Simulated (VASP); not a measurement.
# SbAu3S3 (P-3m1) in VASP: a series of runs

SbAu3S3 is run at these levels: PBE; tasks: single point, relaxation of cell and atoms.

Everything below comes from runs of VASP 6.6.1. Logs are shortened: lines on timing, memory, paths and dates and some standing lists are left out, and cuts for length are marked.

## 1. The cell of the first run

Symmetry: P-3m1, No. 164, trigonal system. The conventional cell has a = 5.249 Å, b = 5.249 Å, c = 5.783 Å, α = 90.00°, β = 90.00°, γ = 120.00°. Sb (site symmetry -3m) has 8 Au at 2.89 to 3.07 Å within 3.8 Å. Within 3.5 Å of S (site symmetry 2/m) lie 4 S at 2.62 Å and 4 Au at 2.62 to 2.83 Å. Within 3.7 Å of Au (site symmetry 3m) lie 3 S at 2.83 Å and 3 Sb at 3.07 Å and 3 Au at 3.19 Å. Au (site symmetry -3m) has 6 S at 2.62 Å and 2 Sb at 2.89 Å within 3.5 Å.

## 2. Single point, PBE

INCAR

```
PREC = Accurate
ENCUT = 520
EDIFF = 1E-7
ISMEAR = 0
SIGMA = 0.15
LREAL = False
LASPH = True
NELM = 100
ALGO = Normal
ISIF = 2
LWAVE = False
LCHARG = False
GGA = PE
NBANDS = 37
```

KPOINTS

```
Automatic mesh
0
Gamma
  2 2 3
```

POSCAR

```
SbAu3S3
1.0
    5.2493124215      0.0000000000      0.0000000000
   -2.6246562107      4.5460379094      0.0000000000
    0.0000000000      0.0000000000      5.7831219703
Sb S Au
1 3 3
Direct
    0.0000000000      0.0000000000      0.0000000000
    0.5000000000      0.0000000000      0.5000000000
    0.0000000000      0.5000000000      0.5000000000
    0.5000000000      0.5000000000      0.5000000000
    0.3333333333      0.6666666667      0.0858383642
    0.6666666667      0.3333333333      0.9141616358
    0.0000000000      0.0000000000      0.5000000000
```

Potentials or basis: VASP PAW PBE potentials, release 64 (Sb, S, Au).

Command:

```
$ cat potpaw_PBE.64/Sb/POTCAR potpaw_PBE.64/S/POTCAR potpaw_PBE.64/Au/POTCAR > POTCAR
$ mpirun -np 1 vasp_std > vasp.out
```

OUTCAR:

```text
PREC = Accurate
   ENCUT = 520
   EDIFF = 1E-7
   ISMEAR = 0
   LREAL = False
   LASPH = True
   NELM = 100
   ISIF = 2
   GGA = PE

 ion  position               nearest neighbor table
   1  0.000  0.000  0.000-   7 2.89   7 2.89   5 3.07   6 3.07   5 3.07   6 3.07   6 3.07   5 3.07

   2  0.500  0.000  0.500-   4 2.62   4 2.62   7 2.62   7 2.62   3 2.62   3 2.62   5 2.83   6 2.83

   3  0.000  0.500  0.500-   7 2.62   7 2.62   4 2.62   4 2.62   2 2.62   2 2.62   5 2.83   6 2.83

   4  0.500  0.500  0.500-   2 2.62   2 2.62   3 2.62   3 2.62   7 2.62   7 2.62   5 2.83   6 2.83

   5  0.333  0.667  0.086-   2 2.83   3 2.83   4 2.83   1 3.07   1 3.07   1 3.07   6 3.19   6 3.19
                             6 3.19
   6  0.667  0.333  0.914-   2 2.83   3 2.83   4 2.83   1 3.07   1 3.07   1 3.07   5 3.19   5 3.19
                             5 3.19
   7  0.000  0.000  0.500-   3 2.62   3 2.62   2 2.62   2 2.62   4 2.62   4 2.62   1 2.89   1 2.89

  LATTYP: Found a hexagonal cell.
 ALAT       =     5.2493124215
 C/A-ratio  =     1.1016913275

  Lattice vectors:

 A1 = (   5.2493124215,   0.0000000000,   0.0000000000)
 A2 = (  -2.6246562107,   4.5460379094,   0.0000000000)
 A3 = (   0.0000000000,   0.0000000000,   5.7831219703)

Analysis of symmetry for initial positions (statically):
=====================================================================
 Subroutine PRICEL returns:
 Original cell was already a primitive cell.

 Routine SETGRP: Setting up the symmetry group for a
 hexagonal supercell.

 Subroutine GETGRP returns: Found 12 space group operations
 (whereof 12 operations were pure point group operations)
 out of a pool of 24 trial point group operations.

The static configuration has the point symmetry D_3d.

Analysis of symmetry for dynamics (positions and initial velocities):
=====================================================================
 Subroutine PRICEL returns:
 Original cell was already a primitive cell.

 Routine SETGRP: Setting up the symmetry group for a
 hexagonal supercell.

 Subroutine GETGRP returns: Found 12 space group operations
 (whereof 12 operations were pure point group operations)
 out of a pool of 24 trial point group operations.

The dynamic configuration has the point symmetry D_3d.

 Subroutine INISYM returns: Found 12 space group operations
 (whereof 12 operations are pure point group operations),
 and found     1 'primitive' translations

----------------------------------------------------------------------------------------

                                     Primitive cell

  volume of cell :     138.0060

  direct lattice vectors                    reciprocal lattice vectors
     5.249312421  0.000000000  0.000000000     0.190501140  0.109985884  0.000000000
    -2.624656211  4.546037909  0.000000000     0.000000000  0.219971769  0.000000000
     0.000000000  0.000000000  5.783121970     0.000000000  0.000000000  0.172916982

  length of vectors
     5.249312421  5.249312421  5.783121970     0.219971769  0.219971769  0.172916982

  position of ions in fractional coordinates (direct lattice)
     0.000000000  0.000000000  0.000000000
     0.500000000  0.000000000  0.500000000
     0.000000000  0.500000000  0.500000000
     0.500000000  0.500000000  0.500000000
     0.333333333  0.666666667  0.085838364
     0.666666667  0.333333333  0.914161636
     0.000000000  0.000000000  0.500000000

  ion indices of the primitive-cell ions
   primitive index   ion index
                 1           1
                 2           2
                 3           3
                 4           4
                 5           5
                 6           6
                 7           7

----------------------------------------------------------------------------------------

 KPOINTS: Automatic mesh

Automatic generation of k-mesh.
 Grid dimensions read from file:
 generate k-points for:    2    2    3

 Generating k-lattice:

  Cartesian coordinates                     Fractional coordinates (reciprocal lattice)
     0.095250570  0.054992942  0.000000000     0.500000000  0.000000000  0.000000000
     0.000000000  0.109985884  0.000000000     0.000000000  0.500000000  0.000000000
     0.000000000  0.000000000  0.057638994     0.000000000  0.000000000  0.333333333

  Length of vectors
     0.109985884  0.109985884  0.057638994

  Shift w.r.t. Gamma in fractional coordinates (k-lattice)
     0.000000000  0.000000000  0.000000000

 Subroutine IBZKPT returns following result:
 ===========================================

 Found      4 irreducible k-points:

 Following reciprocal coordinates:
            Coordinates               Weight
  0.000000  0.000000  0.000000      1.000000
  0.500000  0.000000  0.000000      3.000000
  0.000000  0.000000  0.333333      2.000000
  0.500000  0.000000  0.333333      6.000000
   k-points           NKPTS =      4   k-points in BZ     NKDIM =      4   number of bands    NBANDS=     37
   number of dos      NEDOS =    301   number of ions     NIONS =      7
   total plane-waves  NPLWV =  76800
   dimension x,y,z NGX =    40 NGY =   40 NGZ =   48
   dimension x,y,z NGXF=    80 NGYF=   80 NGZF=   96
   ions per type =               1   3   3
   NGX,Y,Z   is equivalent  to a cutoff of  12.67, 12.67, 13.80 a.u.
   NGXF,Y,Z  is equivalent  to a cutoff of  25.34, 25.34, 27.60 a.u.
 SYSTEM =  unknown system
   PREC   = accura    normal or accurate (medium, high low for compatibility)
   ISTART =      0    job   : 0-new  1-cont  2-samecut
   ICHARG =      2    charge: 1-file 2-atom 10-const
   ISPIN  =      1    spin polarized calculation?
   LNONCOLLINEAR =      F non collinear calculations
   LSORBIT =      F    spin-orbit coupling
   LASPH  =      T    aspherical Exc in radial PAW
   ENCUT  =  520.0 eV  38.22 Ry    6.18 a.u.   9.76  9.76 10.75*2*pi/ulx,y,z
   NELM   =    100;   NELMIN=  2; NELMDL= -5     # of ELM steps
   EDIFF  = 0.1E-06   stopping-criterion for ELM
   LREAL  =      F    real-space projection
   EDIFFG = 0.1E-05   stopping-criterion for IOM
   NSW    =      0    number of steps for IOM
   IBRION =     -1    ionic relax: 0-MD 1-quasi-New 2-CG
   NFREE  =      0    steps in history (QN), initial steepest desc. (CG)
   ISIF   =      2    stress and relaxation
   ISYM   =      2    0-nonsym 1-usesym 2-fastsym
   POTIM  = 0.5000    time-step for ionic-motion
   TEBEG  =    0.0;   TEEND  =   0.0 temperature during run
   PSTRESS=    0.0 pullay stress
   NELECT =      56.0000    total number of electrons
   NUPDOWN=      -1.0000    fix difference up-down
   EMIN   =  10.00;   EMAX   =-10.00  energy-range for DOS
   EFERMI =   0.00;   METHOD = LEGACY
   ISMEAR =     0;   SIGMA  =   0.15  broadening in eV -4-tet -1-fermi 0-gaus
   EFERMI_NEDOS =   21; number of points for ismear=-14 and -15
   IALGO  =     38    algorithm
   IMIX   =      4    mixing-type and parameters
     AMIX     =   0.40;   BMIX     =  1.00
     AMIX_MAG =   1.60;   BMIX_MAG =  1.00
  volume/ion in A,a.u.               =      19.72       133.04
  Fermi-wavevector in a.u.,A,eV,Ry     =   1.212006  2.290360 19.986406  1.468959
  Thomas-Fermi vector in A             =   2.347504
   LORBIT       =      0    0 simple, 1 ext, 2 COOP (PROOUT), +10 PAW based schemes
   GGA     = PE    functional components
   LHFCALC =     F    Hartree Fock is set to
   AEXX    =    0.0000 exact exchange contribution
   IVDW    =     0    specifies the selected vdW correction
   LEPSILON=     F    determine dielectric tensor
   LRPA    =     F    only Hartree local field effects (RPA)
 non-spin polarized calculation
 Gauss-broadening in eV      SIGMA  =   0.15
  energy-cutoff  :      520.00
  volume of cell :      138.01
 maximum number of plane-waves:      3753
 NGX is ok and might be reduce to    40
   NGX = 19   NGY = 19   NGZ = 21

 number of electron      55.9999998 magnetization

 Free energy of the ion-electron system (eV)
  ---------------------------------------------------
  ext. energy  EPLUGINS =         0.00000000
  ---------------------------------------------------
  free energy    TOTEN  =       -23.19951475 eV

  energy without entropy =      -23.12262746  energy(sigma->0) =      -23.16107110

 E-fermi :   7.3268     XC(G=0): -10.9892

 val. band max:        7.3204207362   @ k =   0.5000   0.0000   0.3333
 cond. band min:       7.3299232041   @ k =   0.5000   0.0000   0.0000
 fundamental gap:      0.0095024679
 Fermi energy:         7.3267673832

 k-point     1 :       0.0000    0.0000    0.0000
  band No.  band energies     occupation
      1      -8.3462      2.00000
      2      -4.5823      2.00000
      3      -4.5823      2.00000
      4      -2.7535      2.00000
      5      -0.3358      2.00000
      6       1.3013      2.00000
[... 29 lines left out ...]
     36      10.4381      0.00000
     37      11.4691      0.00000

 k-point     2 :       0.5000    0.0000    0.0000
  band No.  band energies     occupation
      1      -7.2496      2.00000
      2      -6.5105      2.00000
      3      -4.5258      2.00000
      4      -2.5115      2.00000
      5      -0.3750      2.00000
      6       1.0426      2.00000
[... 29 lines left out ...]
     36      13.7409      0.00000
     37      14.2749      0.00000

 k-point     3 :       0.0000    0.0000    0.3333
  band No.  band energies     occupation
      1      -8.3084      2.00000
      2      -4.5919      2.00000
      3      -4.5919      2.00000
      4      -2.7943      2.00000
      5      -0.2435      2.00000
      6       1.3533      2.00000
[... 29 lines left out ...]
     36      11.5153      0.00000
     37      12.7339      0.00000

 k-point     4 :       0.5000    0.0000    0.3333
  band No.  band energies     occupation
      1      -7.2239      2.00000
      2      -6.4866      2.00000
      3      -4.5346      2.00000
      4      -2.2983      2.00000
      5      -0.4997      2.00000
      6       0.7516      2.00000
[... 29 lines left out ...]
     36      12.8475      0.00000
     37      13.3113      0.00000

------------------------ aborting loop because EDIFF is reached ----------------------------------------

  FORCE on cell =-STRESS in cart. coord.  units (eV):
  Direction    XX          YY          ZZ          XY          YZ          ZX
  --------------------------------------------------------------------------------------
  -------------------------------------------------------------------------------------
  Total       -0.5215785     -0.5215785      0.3960398     -0.0000000      0.0000000      0.0000000
  in kB       -6.0552550     -6.0552550      4.5978163     -0.0000000      0.0000000      0.0000000
  external PRESSURE =      -2.5042313 kB  Pullay stress =       0.0000000 kB

 VOLUME and BASIS-vectors are now :
 -----------------------------------------------------------------------------
  energy-cutoff  :      520.00
  volume of cell :      138.01
      direct lattice vectors                 reciprocal lattice vectors
     5.249312421  0.000000000  0.000000000     0.190501140  0.109985884  0.000000000
    -2.624656211  4.546037909  0.000000000     0.000000000  0.219971769  0.000000000
     0.000000000  0.000000000  5.783121970     0.000000000  0.000000000  0.172916982

 POSITION                                       TOTAL-FORCE (eV/Angst)
 -----------------------------------------------------------------------------------
      0.00000      0.00000      0.00000         0.000000      0.000000      0.000000
      2.62466      0.00000      2.89156         0.000000      0.000000      0.000000
     -1.31233      2.27302      2.89156         0.000000      0.000000      0.000000
      1.31233      2.27302      2.89156         0.000000      0.000000      0.000000
     -0.00000      3.03069      0.49641         0.000000      0.000000      0.060010
      2.62466      1.51535      5.28671        -0.000000      0.000000     -0.060010
      0.00000      0.00000      2.89156         0.000000      0.000000      0.000000
 -----------------------------------------------------------------------------------
    total drift:                               -0.000000      0.000000      0.000000

  FREE ENERGIE OF THE ION-ELECTRON SYSTEM (eV)
  ---------------------------------------------------
  free  energy   TOTEN  =       -23.1995147462 eV

  energy  without entropy=      -23.1226274638  energy(sigma->0) =      -23.16107110
```

Run time: 35 s. Hardware: 1 thread of Intel Xeon Platinum 8175M at 2.50GHz (Skylake/Cascade Lake), shared host; peak memory 0.26 GiB.

Results:

| Quantity | Value |
| --- | --- |
| Free energy | -23.1995 eV |
| Pressure | -0.3 GPa |
| Largest force | 0.060 eV/Å |
| Band gap on the k mesh | zero (band 28 reaches 8.17 eV, above the bottom of band 29 at 6.96 eV) |

Forces on the atoms (eV/Å):
```
Sb   0.000  0.000  0.000
S    0.000  0.000  0.000
S    0.000  0.000  0.000
S    0.000  0.000  0.000
Au   0.000  0.000  0.060
Au   0.000  0.000 -0.060
Au   0.000  0.000  0.000
```

Stress tensor (GPa, compression positive):
```
-0.61  0.00  0.00
 0.00 -0.61  0.00
 0.00  0.00  0.46
```

Levels at points of the mesh, in eV from the Fermi level:
```tsv
k point	band 25	band 26	band 27	band 28	band 29	band 30	band 31	band 32
(0.00, 0.00, 0.00)	-0.68	-0.68	-0.44	-0.19	0.92	0.98	0.98	2.62
(0.50, 0.00, 0.00)	-2.37	-1.62	-1.08	-0.85	-0.37	0.00	0.11	2.90
```

Caveat: the k points lie up to 0.69 Å⁻¹ apart; spin-orbit coupling is left out, which moves the levels of the heavy elements.

(Continued in part 2 of 2.)
